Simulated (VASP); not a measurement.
A run of VASP 6.6.1:

File INCAR:

```
PREC = Accurate
ENCUT = 520
EDIFF = 1E-7
ISMEAR = 0
SIGMA = 0.1
LREAL = F
LASPH = T
NELM = 100
ALGO = Normal
ISIF = 2
LWAVE = F
LCHARG = F
GGA = PE
NBANDS = 38
```

Contents of KPOINTS:

```
regular mesh
0
Gamma
  6 6 4
```

POSCAR

```
HfO3
1.0
    4.9755119037      0.0000000000      0.0000000000
   -2.4877559518      4.3089197054      0.0000000000
    0.0000000000      0.0000000000      3.9936159859
Hf O
2 6
Direct
    0.3333333333      0.6666666667      0.2500000000
    0.6666666667      0.3333333333      0.7500000000
    0.8330000000      0.6660000000      0.2500000000
    0.1670000000      0.8330000000      0.7500000000
    0.3340000000      0.1670000000      0.2500000000
    0.1670000000      0.3340000000      0.7500000000
    0.8330000000      0.1670000000      0.2500000000
    0.6660000000      0.8330000000      0.7500000000
```

Potentials or basis: VASP PAW PBE potentials, release 64 (Hf_pv, O).

Run with:

```console
$ cat potpaw_PBE.64/Hf_pv/POTCAR potpaw_PBE.64/O/POTCAR > POTCAR
$ mpirun -np 1 vasp_std > vasp.out
```

Hardware: 1 thread of AMD EPYC 7R13 (shared host).

**Question.** How long does it take, and how much memory?

**Answer.** Run time: 83 s on 1 thread of AMD EPYC 7R13, with other jobs on the host, peak memory 0.2 GiB. Counts: scf iterations 15, k points 21.
